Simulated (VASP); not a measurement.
# P (Pm-3m) in VASP: further runs

P is run at these levels: PBE+D3(BJ); tasks: single point.

Everything below comes from runs of VASP 6.6.1. Logs are shortened: lines on timing, memory, paths and dates and some standing lists are left out, and cuts for length are marked.

## 1. The cell of the first run

The structure is cubic, space group Pm-3m (No. 221). Conventional cell: a = 2.307 Å, b = 2.307 Å, c = 2.307 Å, α = 90.00°, β = 90.00°, γ = 90.00°. P (site symmetry m-3m) has 6 P at 2.31 Å within 3.0 Å.

## 2. Single point, PBE+D3(BJ) (volume scaled by 0.88, then relaxed in part)

The input, INCAR:

```
  PREC = Accurate
  ENCUT = 520
  EDIFF = 1E-6
  ISMEAR = 0
  SIGMA = 0.1
  LREAL = False
  LASPH = True
  NELM = 80
  ALGO = Normal
  ISIF = 2
  LWAVE = False
  LCHARG = False
  GGA = PE
  IVDW = 12
  NBANDS = 8
```

The input, KPOINTS:

```
regular mesh
0
Gamma
  18 18 18
```

The input, POSCAR:

```
P
1.0
    2.3068389268      0.0000000000      0.0000000000
    0.0000000000      2.3068389268      0.0000000000
    0.0000000000      0.0000000000      2.3069427507
P
1
Direct
    0.0000000000      0.0000000000      0.0000000000
```

Potentials or basis: VASP PAW PBE potentials, release 64 (P).

Launch:

```sh
$ cat potpaw_PBE.64/P/POTCAR > POTCAR
$ mpirun -np 1 vasp_std > vasp.out
```

OUTCAR:

```text
PREC = Accurate
   ENCUT = 520
   EDIFF = 1E-6
   ISMEAR = 0
   LREAL = False
   LASPH = True
   NELM = 80
   ISIF = 2
   GGA = PE
   IVDW = 12
 IVDW          = 12

 ion  position               nearest neighbor table
   1  0.000  0.000  0.000-

  LATTYP: Found a simple tetragonal cell.
 ALAT       =     2.3068389268
 C/A-ratio  =     1.0000450070

  Lattice vectors:

 A1 = (   2.3068389268,   0.0000000000,   0.0000000000)
 A2 = (   0.0000000000,   2.3068389268,   0.0000000000)
 A3 = (   0.0000000000,   0.0000000000,   2.3069427507)

Analysis of symmetry for initial positions (statically):
=====================================================================
 Subroutine PRICEL returns:
 Original cell was already a primitive cell.

 Routine SETGRP: Setting up the symmetry group for a
 simple tetragonal supercell.

 Subroutine GETGRP returns: Found 16 space group operations
 (whereof 16 operations were pure point group operations)
 out of a pool of 16 trial point group operations.

The static configuration has the point symmetry D_4h.

Analysis of symmetry for dynamics (positions and initial velocities):
=====================================================================
 Subroutine PRICEL returns:
 Original cell was already a primitive cell.

 Routine SETGRP: Setting up the symmetry group for a
 simple tetragonal supercell.

 Subroutine GETGRP returns: Found 16 space group operations
 (whereof 16 operations were pure point group operations)
 out of a pool of 16 trial point group operations.

The dynamic configuration has the point symmetry D_4h.

 Subroutine INISYM returns: Found 16 space group operations
 (whereof 16 operations are pure point group operations),
 and found     1 'primitive' translations

----------------------------------------------------------------------------------------

                                     Primitive cell

  volume of cell :      12.2764

  direct lattice vectors                    reciprocal lattice vectors
     2.306838927  0.000000000  0.000000000     0.433493639  0.000000000  0.000000000
     0.000000000  2.306838927  0.000000000     0.000000000  0.433493639  0.000000000
     0.000000000  0.000000000  2.306942751     0.000000000  0.000000000  0.433474129

  length of vectors
     2.306838927  2.306838927  2.306942751     0.433493639  0.433493639  0.433474129

  position of ions in fractional coordinates (direct lattice)
     0.000000000  0.000000000  0.000000000

  ion indices of the primitive-cell ions
   primitive index   ion index
[... 76 lines left out ...]
   NSW    =      0    number of steps for IOM
   IBRION =     -1    ionic relax: 0-MD 1-quasi-New 2-CG
   NFREE  =      0    steps in history (QN), initial steepest desc. (CG)
   ISIF   =      2    stress and relaxation
   ISYM   =      2    0-nonsym 1-usesym 2-fastsym
   POTIM  = 0.5000    time-step for ionic-motion
   TEBEG  =    0.0;   TEEND  =   0.0 temperature during run
   PSTRESS=    0.0 pullay stress
   NELECT =       5.0000    total number of electrons
   NUPDOWN=      -1.0000    fix difference up-down
   EMIN   =  10.00;   EMAX   =-10.00  energy-range for DOS
   EFERMI =   0.00;   METHOD = LEGACY
   ISMEAR =     0;   SIGMA  =   0.10  broadening in eV -4-tet -1-fermi 0-gaus
   EFERMI_NEDOS =   21; number of points for ismear=-14 and -15
   IALGO  =     38    algorithm
   IMIX   =      4    mixing-type and parameters
     AMIX     =   0.40;   BMIX     =  1.00
     AMIX_MAG =   1.60;   BMIX_MAG =  1.00
  volume/ion in A,a.u.               =      12.28        82.85
  Fermi-wavevector in a.u.,A,eV,Ry     =   1.213504  2.293189 20.035815  1.472591
  Thomas-Fermi vector in A             =   2.348953
   LORBIT       =      0    0 simple, 1 ext, 2 COOP (PROOUT), +10 PAW based schemes
   GGA     = PE    functional components
   LHFCALC =     F    Hartree Fock is set to
   AEXX    =    0.0000 exact exchange contribution
   IVDW    =    12    specifies the selected vdW correction
   LEPSILON=     F    determine dielectric tensor
   LRPA    =     F    only Hartree local field effects (RPA)
 non-spin polarized calculation
 Gauss-broadening in eV      SIGMA  =   0.10
  energy-cutoff  :      520.00
  volume of cell :       12.28
 maximum number of plane-waves:       344
 NGX is ok and might be reduce to    18
   NGX =  9   NGY =  9   NGZ =  9

 number of electron       5.0000000 magnetization

 Free energy of the ion-electron system (eV)
  ---------------------------------------------------
  ext. energy  EPLUGINS =         0.00000000
  ---------------------------------------------------
  free energy    TOTEN  =        -5.08748879 eV

  energy without entropy =       -5.08595581  energy(sigma->0) =       -5.08672230

 E-fermi :  12.1602     XC(G=0): -12.0453

 val. band max:       12.1106124459   @ k =   0.5000   0.2778   0.0556
 cond. band min:      12.1715097217   @ k =   0.4444   0.1667   0.2778
 fundamental gap:      0.0608972757
 Fermi energy:        12.1601963753

 k-point     1 :       0.0000    0.0000    0.0000
  band No.  band energies     occupation
      1      -6.1221      2.00000
      2      18.2611      0.00000
      3      18.2634      0.00000
      4      18.2634      0.00000
      5      18.7820      0.00000
      6      18.7826      0.00000
      7      28.7006      0.00000
      8      39.0893      0.00000
[... 243 lines left out ...]
 k-point    24 :       0.3333    0.1111    0.0000
  band No.  band energies     occupation
      1      -2.9740      2.00000
      2       6.0407      2.00000
      3      16.4793      0.00000
      4      20.7100      0.00000
      5      23.4644      0.00000
      6      26.6821      0.00000
      7      30.1265      0.00000
      8      30.2741      0.00000

 [... further k-points ...]

------------------------ aborting loop because EDIFF is reached ----------------------------------------

 Edisp (eV)   -0.57576

 E8    (eV) :    -0.2170

  FORCE on cell =-STRESS in cart. coord.  units (eV):
  Direction    XX          YY          ZZ          XY          YZ          ZX
  --------------------------------------------------------------------------------------
  -------------------------------------------------------------------------------------
  Total       1.64214     1.64214     1.64063     0.00000     0.00000    -0.00000
  in kB     214.31328   214.31328   214.11648     0.00000     0.00000    -0.00000
  external pressure =      214.25 kB  Pullay stress =        0.00 kB

 VOLUME and BASIS-vectors are now :
 -----------------------------------------------------------------------------
  energy-cutoff  :      520.00
  volume of cell :       12.28
      direct lattice vectors                 reciprocal lattice vectors
     2.306838927  0.000000000  0.000000000     0.433493639  0.000000000  0.000000000
     0.000000000  2.306838927  0.000000000     0.000000000  0.433493639  0.000000000
     0.000000000  0.000000000  2.306942751     0.000000000  0.000000000  0.433474129

 POSITION                                       TOTAL-FORCE (eV/Angst)
 -----------------------------------------------------------------------------------
      0.00000      0.00000      0.00000         0.000000      0.000000      0.000000
 -----------------------------------------------------------------------------------
    total drift:                                0.000000      0.000000      0.000000

  FREE ENERGIE OF THE ION-ELECTRON SYSTEM (eV)
  ---------------------------------------------------
  free  energy   TOTEN  =        -5.6632475947 eV

  energy  without entropy=       -5.6617146133  energy(sigma->0) =       -5.66248110
```

stdout:

```text
POSCAR found type information on POSCAR P
 POSCAR found :  1 types and       1 ions
 scaLAPACK will be used
 LDA part: xc-table for (Slater+PW92), standard interpolation
 POSCAR, INCAR and KPOINTS ok, starting setup
 FFT: planning ... GRIDC
 FFT: planning ... GRID_SOFT
 FFT: planning ... GRID
 WAVECAR not read
 entering main loop
```

Run time: 37 s. Hardware: 1 thread of Intel Xeon Platinum 8375C at 2.90GHz (Ice Lake), shared host; peak memory 0.16 GiB.

Results:

```yaml
Free_energy: -5.6632 eV
Pressure: 21.4 GPa
Dispersion_energy_per_atom: -0.576 eV
```

Caveat: pairwise dispersion overbinds metals, which lowers pressure and volume.

## 3. Single point, PBE+D3(BJ) (volume scaled by 0.91, then relaxed in part)

The input, INCAR:

```
SYSTEM = P
PREC = Accurate
ENCUT = 520
EDIFF = 1E-6
ISMEAR = 0
SIGMA = 0.1
LREAL = .FALSE.
LASPH = .TRUE.
NELM = 80
ALGO = Normal
ISIF = 2
LWAVE = .FALSE.
LCHARG = .FALSE.
GGA = PE
IVDW = 12
NBANDS = 8
```

The input, KPOINTS:

```
regular mesh
0
G
  18 18 18
  0 0 0
```

The input, POSCAR:

```
P
1.0
    2.3327606350      0.0000000000      0.0000000000
    0.0000000000      2.3327606350      0.0000000000
    0.0000000000      0.0000000000      2.3328656256
P
1
Direct
    0.0000000000      0.0000000000      0.0000000000
```

Potentials or basis: VASP PAW PBE potentials, release 64 (P).

Launch:

```sh
$ cat potpaw_PBE.64/P/POTCAR > POTCAR
$ mpirun -np 1 vasp_std > vasp.out
```

OUTCAR:

```text
SYSTEM = P
   PREC = Accurate
   ENCUT = 520
   EDIFF = 1E-6
   ISMEAR = 0
   LREAL = .FALSE.
   LASPH = .TRUE.
   NELM = 80
   ISIF = 2
   GGA = PE
   IVDW = 12
 IVDW          = 12

 ion  position               nearest neighbor table
   1  0.000  0.000  0.000-

  LATTYP: Found a simple tetragonal cell.
 ALAT       =     2.3327606350
 C/A-ratio  =     1.0000450070

  Lattice vectors:

 A1 = (   2.3327606350,   0.0000000000,   0.0000000000)
[... 444 lines left out ...]
      7      29.2528      0.00000
      8      29.4619      0.00000

 [... further k-points ...]

------------------------ aborting loop because EDIFF is reached ----------------------------------------

 Edisp (eV)   -0.55674

 E8    (eV) :    -0.2099

  FORCE on cell =-STRESS in cart. coord.  units (eV):
  Direction    XX          YY          ZZ          XY          YZ          ZX
  --------------------------------------------------------------------------------------
  -------------------------------------------------------------------------------------
  Total       1.15289     1.15289     1.15158     0.00000     0.00000     0.00000
  in kB     145.50202   145.50202   145.33701     0.00000     0.00000     0.00000
  external pressure =      145.45 kB  Pullay stress =        0.00 kB

 VOLUME and BASIS-vectors are now :
 -----------------------------------------------------------------------------
  energy-cutoff  :      520.00
  volume of cell :       12.69
      direct lattice vectors                 reciprocal lattice vectors
     2.332760635  0.000000000  0.000000000     0.428676644  0.000000000  0.000000000
     0.000000000  2.332760635  0.000000000     0.000000000  0.428676644  0.000000000
     0.000000000  0.000000000  2.332865626     0.000000000  0.000000000  0.428657351

 POSITION                                       TOTAL-FORCE (eV/Angst)
 -----------------------------------------------------------------------------------
      0.00000      0.00000      0.00000         0.000000      0.000000      0.000000
 -----------------------------------------------------------------------------------
    total drift:                                0.000000      0.000000      0.000000

  FREE ENERGIE OF THE ION-ELECTRON SYSTEM (eV)
  ---------------------------------------------------
  free  energy   TOTEN  =        -5.7101812194 eV

  energy  without entropy=       -5.7086796148  energy(sigma->0) =       -5.70943042
```

OSZICAR:

```text
N       E                     dE             d eps       ncg     rms          rms(c)
DAV:   1     0.357019748883E+00    0.35702E+00   -0.22038E+03  9544   0.454E+02
DAV:   2    -0.511276296065E+01   -0.54698E+01   -0.52193E+01 12760   0.487E+01
DAV:   3    -0.515916840574E+01   -0.46405E-01   -0.46241E-01  9824   0.491E+00
DAV:   4    -0.515922907595E+01   -0.60670E-04   -0.60670E-04 14120   0.189E-01
DAV:   5    -0.515922912359E+01   -0.47641E-07   -0.46856E-07  9864   0.292E-03    0.590E+00
DAV:   6    -0.515496544203E+01    0.42637E-02   -0.14284E-03 11040   0.258E-01    0.354E+00
DAV:   7    -0.515336270277E+01    0.16027E-02   -0.26821E-03 10008   0.424E-01    0.105E-01
DAV:   8    -0.515343249842E+01   -0.69796E-04   -0.54495E-05 11736   0.603E-02    0.309E-02
DAV:   9    -0.515344480268E+01   -0.12304E-04   -0.12931E-05 10864   0.282E-02    0.259E-03
DAV:  10    -0.515344530762E+01   -0.50494E-06   -0.36375E-07  8880   0.403E-03
   1 F= -.57101812E+01 E0= -.57094304E+01  d E =-.150160E-02
```

Wall time 33 s (1 thread of Intel Xeon Platinum 8375C at 2.90GHz (Ice Lake), shared host); peak memory 0.16 GiB.

Results:

- Free energy: -5.7102 eV
- Pressure: 14.5 GPa
- Dispersion energy per atom: -0.557 eV

Caveat: pairwise dispersion overbinds metals, which lowers pressure and volume.

(Continued in part 2 of 2.)
